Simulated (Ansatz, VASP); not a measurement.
Two plane-wave programs on ZnS

POSCAR

```
ZnS
1.0
    3.8109987816      0.0000000000      0.0000000000
   -1.9054993908      3.3004217586      0.0000000000
    0.0000000000      0.0000000000      6.2340000000
Zn S
2 2
Direct
    0.3441197071      0.6666666667      0.0000000000
    0.6558802929      0.3333333333      0.5000000000
    0.3595731738      0.6666666667      0.3850000000
    0.6404268262      0.3333333333      0.8850000000
```

The input INCAR.step1:

```
  PREC = Accurate
  ENCUT = 520
  ISMEAR = 0
  SIGMA = 0.05
  LREAL = F
  LASPH = T
  NELM = 80
  NBANDS = 26
  GGA = PE
  ALGO = Normal
  EDIFF = 1E-4
  LWAVE = T
  LCHARG = F
```

INCAR.step2

```
  PREC = Accurate
  ENCUT = 520
  EDIFF = 1E-7
  ISMEAR = 0
  SIGMA = 0.05
  LREAL = F
  LASPH = T
  NELM = 80
  ALGO = Normal
  ISIF = 2
  LWAVE = F
  LCHARG = F
  METAGGA = R2SCAN
  LMIXTAU = T
  NBANDS = 26
  ISTART = 1
```

KPOINTS

```
Automatic mesh
0
Gamma
  6 6 4
```

Input for Ansatz:

```yaml
crystal:
  lattice:
    - [3.8109987816, 0.0, 0.0]
    - [-1.9054993908, 3.3004217586, 0.0]
    - [0.0, 0.0, 6.234]
  atoms:
    - { symbol: Zn, position: [0.3441197071, 0.6666666667, 0.0] }
    - { symbol: Zn, position: [0.6558802929, 0.3333333333, 0.5] }
    - { symbol: S, position: [0.3595731738, 0.6666666667, 0.385] }
    - { symbol: S, position: [0.6404268262, 0.3333333333, 0.885] }
basis:
  ecutwfc: 500
kpoints:
  mp_grid: { grid: [6, 6, 4] }
hamiltonian:
  xc: r2scan
scf:
  occupations: { method: gaussian, width: 0.05 }
output:
  forces: true
  stress: true
  eigenvalues: true
```

Change from the starting cell: mode 10 (298.8 1/cm) frozen in, largest displacement -0.100 Å.

Alike in both runs: task single point; functional r2SCAN; k mesh 6 × 6 × 4; occupations gaussian, width 0.05 eV; no spin polarisation.

|  | VASP | Ansatz |
| --- | --- | --- |
| version | VASP 6.6.1 | Ansatz 0.2.0 |
| potentials or method | VASP PAW PBE potentials, release 64 (Zn, S), cutoff 520 eV | scalar-relativistic, plane waves, PAW |
| valence electrons in the cell | 36 | 36 |

|  | VASP | Ansatz | Ansatz less VASP |
| --- | --- | --- | --- |
| gap on the k mesh at the Fermi level (eV) | 2.78 | 2.77 | -0.010 |
| least direct gap on the mesh (eV) | 2.78 | 2.77 | -0.010 |
| pressure (GPa) | 1.1 | 1.0 | -0.05 |
| traceless stress, the component that is largest in VASP (GPa) | -4.03 | -3.97 | +0.056 |
| rms of the force components (eV/Å) | 0.649 | 0.647 | -0.0014 |

VASP's potentials were made for PBE, not for r2SCAN. Atom by atom the forces differ by 0.006 eV/Å (rms over components).
